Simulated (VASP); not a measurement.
# Sn (Immm) in VASP: further runs

Sn is run at these levels: PBE+D3(BJ); tasks: single point.

All numbers are computed with VASP 6.6.1; they aren't measurements. Logs are shortened: lines on timing, memory, paths and dates and some standing lists are left out, and cuts for length are marked.

## (1) The cell of the first run

The structure is orthorhombic, space group Immm (No. 71). Conventional cell: a = 3.474 Å, b = 3.509 Å, c = 4.335 Å, α = 90.00°, β = 90.00°, γ = 90.00°. Within 4.4 Å of Sn (site symmetry mmm) lie 14 Sn at 3.29 to 4.33 Å.

## (2) Single point, PBE+D3(BJ) (strain -0.0100 x Voigt [0, 1, 0, 0, 0, 0])

INCAR

```
SYSTEM = Sn
PREC = Accurate
ENCUT = 520
EDIFF = 1E-6
ISMEAR = 0
SIGMA = 0.15
LREAL = .False.
LASPH = .True.
NELM = 60
ALGO = Fast
ISIF = 2
LWAVE = .False.
LCHARG = .False.
GGA = PE
IVDW = 12
NBANDS = 13
```

KPOINTS

```
Automatic mesh
0
Gamma
  24 24 24
  0 0 0
```

POSCAR

```
Sn
1.0
   -1.7544065426      1.7370675593      2.1674907457
    1.7544065426     -1.7370675593      2.1674907457
    1.7544065426      1.7370675593     -2.1674907457
Sn
1
Direct
    0.0000000000      0.0000000000      0.0000000000
```

Potentials or basis: VASP PAW PBE potentials, release 64 (Sn_d).

Run with:

```
$ cat potpaw_PBE.64/Sn_d/POTCAR > POTCAR
$ mpirun -np 1 vasp_std > vasp.out
```

OUTCAR:

```text
SYSTEM = Sn
   PREC = Accurate
   ENCUT = 520
   EDIFF = 1E-6
   ISMEAR = 0
   LREAL = .False.
   LASPH = .True.
   NELM = 60
   ISIF = 2
   GGA = PE
   IVDW = 12
 IVDW          = 12

 ion  position               nearest neighbor table
   1  0.000  0.000  0.000-

  LATTYP: Found a body centered orthorhombic cell.
 ALAT       =     3.4741351186
 B/A-ratio  =     1.0099817553
 C/A-ratio  =     1.2477872459

  Lattice vectors:

 A1 = (   1.7544065426,  -1.7370675593,  -2.1674907457)
 A2 = (  -1.7544065426,   1.7370675593,  -2.1674907457)
 A3 = (   1.7544065426,   1.7370675593,   2.1674907457)

Analysis of symmetry for initial positions (statically):
=====================================================================
 Subroutine PRICEL returns:
 Original cell was already a primitive cell.

 Routine SETGRP: Setting up the symmetry group for a
 body centered orthorhombic supercell.

 Subroutine GETGRP returns: Found  8 space group operations
 (whereof  8 operations were pure point group operations)
 out of a pool of  8 trial point group operations.

The static configuration has the point symmetry D_2h.

Analysis of symmetry for dynamics (positions and initial velocities):
=====================================================================
 Subroutine PRICEL returns:
 Original cell was already a primitive cell.

 Routine SETGRP: Setting up the symmetry group for a
 body centered orthorhombic supercell.

 Subroutine GETGRP returns: Found  8 space group operations
 (whereof  8 operations were pure point group operations)
 out of a pool of  8 trial point group operations.

The dynamic configuration has the point symmetry D_2h.

 Subroutine INISYM returns: Found  8 space group operations
 (whereof  8 operations are pure point group operations),
 and found     1 'primitive' translations

----------------------------------------------------------------------------------------

                                     Primitive cell

  volume of cell :      26.4219

  direct lattice vectors                    reciprocal lattice vectors
    -1.754406543  1.737067559  2.167490746     0.000000000  0.287841424  0.230681492
     1.754406543 -1.737067559  2.167490746     0.284996657  0.000000000  0.230681492
     1.754406543  1.737067559 -2.167490746     0.284996657  0.287841424  0.000000000

  length of vectors
     3.285325274  3.285325274  3.285325274     0.368872114  0.366656577  0.405062687

  position of ions in fractional coordinates (direct lattice)
     0.000000000  0.000000000  0.000000000

  ion indices of the primitive-cell ions
   primitive index   ion index
                 1           1

----------------------------------------------------------------------------------------

 KPOINTS: Automatic mesh

Automatic generation of k-mesh.
 Grid dimensions read from file:
 generate k-points for:   24   24   24

 Generating k-lattice:

  Cartesian coordinates                     Fractional coordinates (reciprocal lattice)
     0.000000000  0.011993393  0.009611729     0.041666667 -0.000000000  0.000000000
     0.011874861  0.000000000  0.009611729    -0.000000000  0.041666667  0.000000000
     0.011874861  0.011993393  0.000000000     0.000000000  0.000000000  0.041666667

  Length of vectors
     0.015369671  0.015277357  0.016877612

  Shift w.r.t. Gamma in fractional coordinates (k-lattice)
     0.000000000  0.000000000  0.000000000

 Subroutine IBZKPT returns following result:
 ===========================================

 Found   1963 irreducible k-points:

 Following reciprocal coordinates:
            Coordinates               Weight
  0.000000  0.000000  0.000000      1.000000
  0.041667  0.000000  0.000000      4.000000
  0.083333 -0.000000  0.000000      4.000000
  0.125000  0.000000  0.000000      4.000000
  0.166667  0.000000  0.000000      4.000000
  0.208333  0.000000  0.000000      4.000000
[... 16 lines left out ...]
  0.375000  0.041667  0.000000      8.000000
  0.416667  0.041667  0.000000      8.000000
 [... further k-points ...]
   k-points           NKPTS =   1963   k-points in BZ     NKDIM =   1963   number of bands    NBANDS=     13
   number of dos      NEDOS =    301   number of ions     NIONS =      1
   total plane-waves  NPLWV =  13824
   dimension x,y,z NGX =    24 NGY =   24 NGZ =   24
   dimension x,y,z NGXF=    48 NGYF=   48 NGZF=   48
   ions per type =               1
   NGX,Y,Z   is equivalent  to a cutoff of  12.14, 12.14, 12.14 a.u.
   NGXF,Y,Z  is equivalent  to a cutoff of  24.29, 24.29, 24.29 a.u.
 SYSTEM =  Sn
   PREC   = accura    normal or accurate (medium, high low for compatibility)
   ISTART =      0    job   : 0-new  1-cont  2-samecut
   ICHARG =      2    charge: 1-file 2-atom 10-const
   ISPIN  =      1    spin polarized calculation?
   LNONCOLLINEAR =      F non collinear calculations
   LSORBIT =      F    spin-orbit coupling
   LASPH  =      T    aspherical Exc in radial PAW
   ENCUT  =  520.0 eV  38.22 Ry    6.18 a.u.   6.11  6.11  6.11*2*pi/ulx,y,z
   NELM   =     60;   NELMIN=  2; NELMDL= -5     # of ELM steps
   EDIFF  = 0.1E-05   stopping-criterion for ELM
   LREAL  =      F    real-space projection
   EDIFFG = 0.1E-04   stopping-criterion for IOM
   NSW    =      0    number of steps for IOM
   IBRION =     -1    ionic relax: 0-MD 1-quasi-New 2-CG
   NFREE  =      0    steps in history (QN), initial steepest desc. (CG)
   ISIF   =      2    stress and relaxation
   ISYM   =      2    0-nonsym 1-usesym 2-fastsym
   POTIM  = 0.5000    time-step for ionic-motion
   TEBEG  =    0.0;   TEEND  =   0.0 temperature during run
   PSTRESS=    0.0 pullay stress
   NELECT =      14.0000    total number of electrons
   NUPDOWN=      -1.0000    fix difference up-down
   EMIN   =  10.00;   EMAX   =-10.00  energy-range for DOS
   EFERMI =   0.00;   METHOD = LEGACY
   ISMEAR =     0;   SIGMA  =   0.15  broadening in eV -4-tet -1-fermi 0-gaus
   EFERMI_NEDOS =   21; number of points for ismear=-14 and -15
   IALGO  =     68    algorithm
   IMIX   =      4    mixing-type and parameters
     AMIX     =   0.40;   BMIX     =  1.00
     AMIX_MAG =   1.60;   BMIX_MAG =  1.00
  volume/ion in A,a.u.               =      26.42       178.30
  Fermi-wavevector in a.u.,A,eV,Ry     =   1.324736  2.503389 23.877222  1.754926
  Thomas-Fermi vector in A             =   2.454249
   LORBIT       =      0    0 simple, 1 ext, 2 COOP (PROOUT), +10 PAW based schemes
   GGA     = PE    functional components
   LHFCALC =     F    Hartree Fock is set to
   AEXX    =    0.0000 exact exchange contribution
   IVDW    =    12    specifies the selected vdW correction
   LEPSILON=     F    determine dielectric tensor
   LRPA    =     F    only Hartree local field effects (RPA)
 non-spin polarized calculation
 RMM-DIIS sequential band-by-band and
 Gauss-broadening in eV      SIGMA  =   0.15
  energy-cutoff  :      520.00
  volume of cell :       26.42
 maximum number of plane-waves:       736
   NGX = 13   NGY = 13   NGZ = 13

 number of electron      14.0000012 magnetization

 Free energy of the ion-electron system (eV)
  ---------------------------------------------------
  ext. energy  EPLUGINS =         0.00000000
  ---------------------------------------------------
  free energy    TOTEN  =        -3.77353174 eV

  energy without entropy =       -3.76703101  energy(sigma->0) =       -3.77028137

 E-fermi :   8.5054     XC(G=0): -10.4976

 val. band max:        8.5049643662   @ k =   0.2083   0.1667   0.0417
 cond. band min:       8.5057592828   @ k =   0.2917  -0.1250   0.0833
 fundamental gap:      0.0007949166
 Fermi energy:         8.5053692849

 k-point     1 :       0.0000    0.0000    0.0000
  band No.  band energies     occupation
      1     -13.1260      2.00000
      2     -13.1205      2.00000
      3     -13.0647      2.00000
      4     -13.0454      2.00000
      5     -12.9735      2.00000
      6      -2.8594      2.00000
      7      16.2919      0.00000
      8      16.4763      0.00000
      9      16.6670      0.00000
     10      19.3285      0.00000
     11      20.3787      0.00000
     12      20.6177      0.00000
     13      21.0212      0.00000

 k-point     2 :       0.0417    0.0000    0.0000
  band No.  band energies     occupation
      1     -13.1242      2.00000
      2     -13.1194      2.00000
      3     -13.0641      2.00000
      4     -13.0451      2.00000
      5     -12.9742      2.00000
      6      -2.8223      2.00000
      7      16.0137      0.00000
      8      16.3692      0.00000
      9      16.4680      0.00000
     10      19.0391      0.00000
     11      20.5057      0.00000
     12      20.8953      0.00000
     13      21.4319      0.00000

 k-point     3 :       0.0833   -0.0000    0.0000
  band No.  band energies     occupation
      1     -13.1195      2.00000
      2     -13.1163      2.00000
      3     -13.0617      2.00000
      4     -13.0440      2.00000
      5     -12.9761      2.00000
      6      -2.7108      2.00000
      7      15.0108      0.00000
      8      16.0886      0.00000
      9      16.2924      0.00000
     10      18.7510      0.00000
     11      20.7816      0.00000
     12      21.1628      0.00000
     13      21.8998      0.00000
[... 305 lines left out ...]
 k-point    23 :       0.3750    0.0417    0.0000
  band No.  band energies     occupation
      1     -13.1290      2.00000
      2     -13.0991      2.00000
      3     -13.0432      2.00000
      4     -12.9621      2.00000
      5     -12.9306      2.00000
      6       0.4131      2.00000
      7       5.6257      2.00000
      8      13.1433      0.00000
      9      14.8583      0.00000
     10      18.1475      0.00000
     11      18.7550      0.00000
     12      19.8864      0.00000
     13      22.0538      0.00000

 k-point    24 :       0.4167    0.0417    0.0000
  band No.  band energies     occupation
      1     -13.1318      2.00000
      2     -13.1001      2.00000
      3     -13.0451      2.00000
      4     -12.9554      2.00000
      5     -12.9190      2.00000
      6       1.0705      2.00000
      7       4.6553      2.00000
      8      13.0533      0.00000
      9      14.7272      0.00000
     10      18.0723      0.00000
     11      18.5829      0.00000
     12      19.7353      0.00000
     13      21.9100      0.00000

 [... further k-points ...]

------------------------ aborting loop because EDIFF is reached ----------------------------------------

 Edisp (eV)   -0.39604

 E8    (eV) :    -0.1900

  FORCE on cell =-STRESS in cart. coord.  units (eV):
  Direction    XX          YY          ZZ          XY          YZ          ZX
  --------------------------------------------------------------------------------------
  -------------------------------------------------------------------------------------
  Total       0.07881     0.09716     0.08365     0.00000     0.00000     0.00000
  in kB       4.77903     5.89149     5.07219     0.00000     0.00000     0.00000
  external pressure =        5.25 kB  Pullay stress =        0.00 kB

 VOLUME and BASIS-vectors are now :
 -----------------------------------------------------------------------------
  energy-cutoff  :      520.00
  volume of cell :       26.42
      direct lattice vectors                 reciprocal lattice vectors
    -1.754406543  1.737067559  2.167490746     0.000000000  0.287841424  0.230681492
     1.754406543 -1.737067559  2.167490746     0.284996657  0.000000000  0.230681492
     1.754406543  1.737067559 -2.167490746     0.284996657  0.287841424  0.000000000

 POSITION                                       TOTAL-FORCE (eV/Angst)
 -----------------------------------------------------------------------------------
      0.00000      0.00000      0.00000         0.000000      0.000000     -0.000000
 -----------------------------------------------------------------------------------
    total drift:                               -0.000000      0.000000      0.000000

  FREE ENERGIE OF THE ION-ELECTRON SYSTEM (eV)
  ---------------------------------------------------
  free  energy   TOTEN  =        -4.1695718132 eV

  energy  without entropy=       -4.1630710755  energy(sigma->0) =       -4.16632144
```

Wall time 5 min (1 thread of AMD EPYC 9R45 (Zen 5), shared host); peak memory 0.65 GiB.

What came out:

| Quantity | Value |
| --- | --- |
| Free energy | -4.1696 eV |
| Pressure | 0.5 GPa |
| Band gap on the k mesh | zero (bands 7 and 8 overlap by 10.11 eV) |
| Dispersion energy per atom | -0.396 eV |

Levels at points of the mesh, in eV from the Fermi level:
```tsv
k point	band 5	band 6	band 7	band 8	band 9	band 10
(0.00, 0.00, 0.00)	-21.48	-11.36	7.79	7.97	8.16	10.82
(0.50, 0.00, 0.00)	-21.42	-6.77	-4.77	4.81	6.37	9.36
(0.00, 0.50, 0.00)	-21.42	-6.86	-4.80	4.96	6.54	9.54
(0.50, 0.50, 0.00)	-21.39	-5.51	-4.14	2.37	3.20	6.24
(0.50, 0.50, 0.50)	-21.40	-3.57	-2.84	0.87	1.09	4.27
```

Caveat: the cell differs from its parent crystal (strain -0.0100 x Voigt [0, 1, 0, 0, 0, 0]); spin-orbit coupling is left out, which moves the levels of the heavy elements.

## (3) Single point, PBE+D3(BJ) (strain -0.0050 x Voigt [0, 1, 0, 0, 0, 0])

INCAR

```
SYSTEM = Sn
ALGO = Fast
EDIFF = 1E-6
ENCUT = 520
GGA = PE
ISIF = 2
ISMEAR = 0
IVDW = 12
LASPH = .TRUE.
LCHARG = .FALSE.
LREAL = .FALSE.
LWAVE = .FALSE.
NBANDS = 13
NELM = 60
PREC = Accurate
SIGMA = 0.15
```

KPOINTS

```
k-points
0
G
  24 24 24
  0 0 0
```

POSCAR

```
Sn
1.0
   -1.7544065426      1.7458406278      2.1674907457
    1.7544065426     -1.7458406278      2.1674907457
    1.7544065426      1.7458406278     -2.1674907457
Sn
1
Direct
    0.0000000000      0.0000000000      0.0000000000
```

Potentials or basis: VASP PAW PBE potentials, release 64 (Sn_d).

Run with:

```
$ cat potpaw_PBE.64/Sn_d/POTCAR > POTCAR
$ mpirun -np 1 vasp_std > vasp.out
```

Run time: 4.9 min. Hardware: 1 thread of AMD EPYC 9R45 (Zen 5), shared host; peak memory 0.65 GiB.

It converged, with:

| Item | Value |
| --- | --- |
| Free energy | -4.1699 eV |
| Pressure | 0.2 GPa |
| Band gap on the k mesh | zero (bands 7 and 8 overlap by 10.08 eV) |
| Dispersion energy per atom | -0.394 eV |

Levels at points of the mesh, in eV from the Fermi level:
```
           k point  band 4  band 5  band 6  band 7  band 8  band 9  band 10  band 11
(0.00, 0.00, 0.00)  -21.55  -21.48  -11.33    7.75    7.98    8.07    10.82    11.91
(0.50, 0.00, 0.00)  -21.45  -21.41   -6.78   -4.75    4.81    6.38     9.35     9.62
(0.00, 0.50, 0.00)  -21.46  -21.41   -6.82   -4.76    4.88    6.47     9.44     9.71
(0.50, 0.50, 0.00)  -21.44  -21.39   -5.52   -4.12    2.37    3.21     6.24     6.43
(0.50, 0.50, 0.50)  -21.40  -21.40   -3.56   -2.80    0.90    1.02     4.26     4.92
```

Caveat: the cell differs from its parent crystal (strain -0.0050 x Voigt [0, 1, 0, 0, 0, 0]); spin-orbit coupling is left out, which moves the levels of the heavy elements.

## (4) Single point, PBE+D3(BJ) (strain +0.0150 x Voigt [0, 1, 0, 0, 0, 0])

INCAR

```
SYSTEM = Sn
PREC = Accurate
ENCUT = 520
EDIFF = 1E-6
ISMEAR = 0
SIGMA = 0.15
LREAL = .FALSE.
LASPH = .TRUE.
NELM = 100
ALGO = Fast
ISIF = 2
LWAVE = .FALSE.
LCHARG = .FALSE.
GGA = PE
IVDW = 12
NBANDS = 13
```

KPOINTS

```
regular mesh
0
G
  24 24 24
  0 0 0
```

POSCAR

```
Sn
1.0
   -1.7544065426      1.7809329017      2.1674907457
    1.7544065426     -1.7809329017      2.1674907457
    1.7544065426      1.7809329017     -2.1674907457
Sn
1
Direct
    0.0000000000      0.0000000000      0.0000000000
```

Run with:

```
$ cat potpaw_PBE.64/Sn_d/POTCAR > POTCAR
$ mpirun -np 1 vasp_std > vasp.out
```

Run time: 19 min. Hardware: 1 thread of Oxide Virtual Turin-like, shared host; peak memory 0.67 GiB.

It converged, with:

* Free energy: -4.1690 eV
* Pressure: -0.8 GPa
* Band gap on the k mesh: zero (bands 7 and 8 overlap by 9.84 eV)
* Dispersion energy per atom: -0.386 eV

Stress tensor (GPa, compression positive):
```
-0.71  0.00  0.00
 0.00 -0.84  0.00
 0.00  0.00 -0.79
```

Levels at points of the mesh, in eV from the Fermi level:
```tsv
k point	band 3	band 4	band 5	band 6	band 7	band 8	band 9	band 10	band 11	band 12
(0.00, 0.00, 0.00)	-21.56	-21.53	-21.47	-11.17	7.58	7.74	8.01	10.85	11.68	12.03
(0.50, 0.00, 0.00)	-21.54	-21.45	-21.41	-6.82	-4.66	4.80	6.44	9.32	9.66	10.99
(0.00, 0.50, 0.00)	-21.53	-21.45	-21.41	-6.69	-4.62	4.58	6.18	9.06	9.37	11.07
(0.50, 0.50, 0.00)	-21.45	-21.44	-21.38	-5.57	-4.05	2.37	3.27	6.23	6.46	18.51
(0.50, 0.50, 0.50)	-21.43	-21.40	-21.40	-3.54	-2.65	0.72	1.05	4.14	4.88	18.85
```

Caveat: the cell differs from its parent crystal (strain +0.0150 x Voigt [0, 1, 0, 0, 0, 0]); spin-orbit coupling is left out, which moves the levels of the heavy elements.

## (5) Single point, PBE+D3(BJ) (strain +0.0175 x Voigt [0, 1, 0, 0, 0, 0])

INCAR

```
SYSTEM = Sn
PREC     = Accurate       ! precision mode
ENCUT    = 520            ! plane-wave cutoff, eV
EDIFF    = 1E-6           ! SCF threshold, eV
ISMEAR   = 0              ! smearing method
SIGMA    = 0.15           ! smearing width, eV
LREAL    = .False.        ! projectors in reciprocal space
LASPH    = .True.         ! aspherical terms in the spheres
NELM     = 60             ! most SCF steps
ALGO     = Fast           ! electronic algorithm
ISIF     = 2              ! what is computed and relaxed
LWAVE    = .False.        ! write WAVECAR
LCHARG   = .False.        ! write CHGCAR
GGA      = PE             ! functional
IVDW     = 12             ! dispersion correction
NBANDS   = 13             ! bands
```

KPOINTS

```
regular mesh
0
Gamma
  24 24 24
  0 0 0
```

POSCAR

```
Sn
1.0
   -1.7544065426      1.7853194360      2.1674907457
    1.7544065426     -1.7853194360      2.1674907457
    1.7544065426      1.7853194360     -2.1674907457
Sn
1
Direct
    0.0000000000      0.0000000000      0.0000000000
```

Run with:

```
$ cat potpaw_PBE.64/Sn_d/POTCAR > POTCAR
$ mpirun -np 1 vasp_std > vasp.out
```

Wall time 23 min (1 thread of Oxide Virtual Turin-like, shared host); peak memory 0.68 GiB.

Results (log left out):

```
Free energy                : -4.1686 eV
Pressure                   : -0.9 GPa
Band gap on the k mesh     : zero (bands 7 and 8 overlap by 9.81 eV)
Dispersion energy per atom : -0.385 eV
```

Stress tensor (GPa, compression positive):
```
-0.82  0.00  0.00
 0.00 -0.97  0.00
 0.00  0.00 -0.91
```

Levels at points of the mesh, in eV from the Fermi level:
```csv
k point,band 4,band 5,band 6,band 7,band 8,band 9,band 10,band 11
"(0.00, 0.00, 0.00)",-21.53,-21.46,-11.15,7.56,7.70,8.01,10.85,11.64
"(0.50, 0.00, 0.00)",-21.45,-21.41,-6.83,-4.64,4.80,6.44,9.31,9.67
"(0.00, 0.50, 0.00)",-21.45,-21.41,-6.68,-4.60,4.54,6.14,9.02,9.33
"(0.50, 0.50, 0.00)",-21.44,-21.38,-5.57,-4.04,2.38,3.28,6.23,6.46
"(0.50, 0.50, 0.50)",-21.40,-21.40,-3.54,-2.63,0.68,1.07,4.12,4.88
```

Caveat: the cell differs from its parent crystal (strain +0.0175 x Voigt [0, 1, 0, 0, 0, 0]); spin-orbit coupling is left out, which moves the levels of the heavy elements.

## (6) Summary

| cell | gap on the mesh (eV) | pressure (GPa) |
| --- | --- | --- |
| a = 3.285 Å, angles 115.4, 116.2, 97.4°, 1 atom | none | 0.5 |
| a = 3.290 Å, angles 115.5, 115.9, 97.6°, 1 atom | none | 0.2 |
| a = 3.309 Å, angles 116.0, 114.9, 98.1°, 1 atom | none | -0.8 |
| a = 3.311 Å, angles 116.0, 114.7, 98.2°, 1 atom | none | -0.9 |

Alike in all rows: task single point; level PBE+D3(BJ); potentials or basis VASP PAW PBE potentials, release 64 (Sn_d); no spin polarisation; k mesh 24 × 24 × 24; cutoff (eV) 520; smearing gaussian 0.15 eV.

Caveats: spin-orbit coupling is left out, which moves the levels of the heavy elements.

Absolute energies hang on the potentials; compare differences alone.
